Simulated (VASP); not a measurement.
**ZnO: single point with PBE**

Crystal: ZnO.

```
Zn O
1.0
     5.60857    0.00000    0.00000
     0.00000    5.60857    0.00000
     0.00000    0.00000    3.27897
Zn O
4 4
Direct
  0.18167 0.18167 0.50000
  0.81833 0.81833 0.50000
  0.68167 0.31833 0.00000
  0.31833 0.68167 0.00000
  0.81844 0.18156 0.50000
  0.18156 0.81844 0.50000
  0.68156 0.68156 0.00000
  0.31844 0.31844 0.00000
```

```
Program                : VASP 6.6.1
Task                   : single point
Functional             : PBE
Potentials or basis    : VASP PAW PBE potentials, release 64 (Zn, O)
Cutoff                 : 520 eV
k mesh                 : 4 × 4 × 6
Occupations            : gaussian, width 0.01 eV
Spin                   : no spin polarisation
Dipole correction      : no
Further INCAR settings : ALGO = Normal; EDIFF = 1e-06; NBANDS = 46
```

```json
{"Pressure": "0.8 GPa", "Largest force": "0.005 eV/Å", "Band gap on the k mesh": "0.74 eV, direct"}
```

Forces in eV/Å, atoms in the order of the input:
```
Zn  -0.004 -0.004  0.000
Zn   0.004  0.004  0.000
Zn  -0.004  0.004  0.000
Zn   0.004 -0.004  0.000
O    0.003 -0.003  0.000
O   -0.003  0.003  0.000
O   -0.003 -0.003  0.000
O    0.003  0.003  0.000
```

Stress tensor (GPa, compression positive):
```
0.75 0.00 0.00
0.00 0.75 0.00
0.00 0.00 0.99
```

Levels at points of the mesh, in eV from the valence-band top:
```csv
k point,band 33,band 34,band 35,band 36,band 37,band 38,band 39,band 40
"(0.00, 0.00, 0.00)",-0.43,-0.18,-0.18,0.00,0.74,5.12,5.12,6.91
"(0.50, 0.00, 0.00)",-0.49,-0.49,-0.40,-0.40,3.12,3.12,6.01,6.01
"(0.50, 0.50, 0.00)",-0.81,-0.81,-0.75,-0.75,4.16,4.16,4.60,4.60
"(0.00, 0.00, 0.50)",-1.70,-1.70,-1.28,-1.28,5.72,5.72,7.91,7.91
"(0.50, 0.00, 0.50)",-1.48,-1.48,-1.01,-1.01,5.80,5.80,6.74,6.74
"(0.50, 0.50, 0.50)",-1.31,-1.31,-1.26,-1.26,5.54,5.54,5.81,5.81
```

Wall time 98 s on 1 thread of Intel(R) Xeon(R) Platinum 8488C (Sapphire Rapids), with other jobs on the host, peak memory 0.23 GiB.

As with any semilocal functional, this PBE gap is likely too small.
